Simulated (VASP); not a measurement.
Runs of VASP 6.6.1 on NaF. The structure is that of space group Fm-3m (No. 225), or close to it. The cells are those of the table. 

```csv
task,level,cell,k mesh,cutoff (eV),smearing,grid for exact exchange (PRECFOCK),share of exact exchange,screening parameter,gap on the mesh (eV),pressure (GPa)
relaxation of cell and atoms,r2SCAN,"relaxed from a = 3.323 Å, angles 60.0°, 2 atoms",8 × 8 × 8,600,fermi-dirac 0.02 eV,-,-,-,(b),0.0
dielectric tensor,r2SCAN,"a = 3.249 Å, angles 60.0°, 2 atoms",8 × 8 × 8,520,gaussian 0.01 eV,-,-,-,7.32,-
dielectric tensor,PBE,"a = 3.249 Å, angles 60.0°, 2 atoms",8 × 8 × 8,520,gaussian 0.01 eV,-,-,-,(a),-
single point,HSE06,"a = 3.249 Å, angles 60.0°, 2 atoms",6 × 6 × 6,520,gaussian 0.01 eV,Normal,0.25,0.2079 1/Å,8.60,1.6
single point,PBE0,"a = 3.249 Å, angles 60.0°, 2 atoms",6 × 6 × 6,520,gaussian 0.01 eV,Normal,0.25,-,9.38,1.6
```

Alike in all rows: no spin polarisation.

Task: Estimate the missing entries.

Result: (a) 6.44; (b) 7.41.

Caveats: the PAW data sets were made with another functional, which shifts forces and pressure a little (at least some runs).

